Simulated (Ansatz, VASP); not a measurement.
# One calculation of SnO, two programs

```
CELL_PARAMETERS angstrom
0.00000 2.84363 2.40526
2.84363 0.00000 2.40526
2.84363 2.84363 0.00000
ATOMIC_POSITIONS crystal
Sn 0.00000 0.00000 0.00000
O 0.25000 0.25000 0.25000
```

Change from the starting cell: epitaxial_xy strain +5.0%.

Alike in both runs: task single point; functional r2SCAN; k mesh 8 × 8 × 8; occupations fermi-dirac, width 0.02 eV; no spin polarisation.

```csv
,VASP,Ansatz
version,VASP 6.6.1,Ansatz 0.2.0
potentials or method,"VASP PAW PBE potentials, release 64 (Sn_d, O)","plane waves, PAW"
plane-wave cutoff (eV),520,500
valence electrons in the cell,20,20
```

VASP gave:

```
pressure (GPa)                                                : 0.4
traceless stress, the component that is largest in VASP (GPa) : -0.15
```

Q: What did Ansatz give for the same quantities?

A: Pressure (GPa): 0.1; traceless stress, the component that is largest in VASP (GPa): -0.04.

VASP's potentials were made for PBE, not for r2SCAN. With one functional, cell and mesh, what is left measures potentials, basis and numerics.
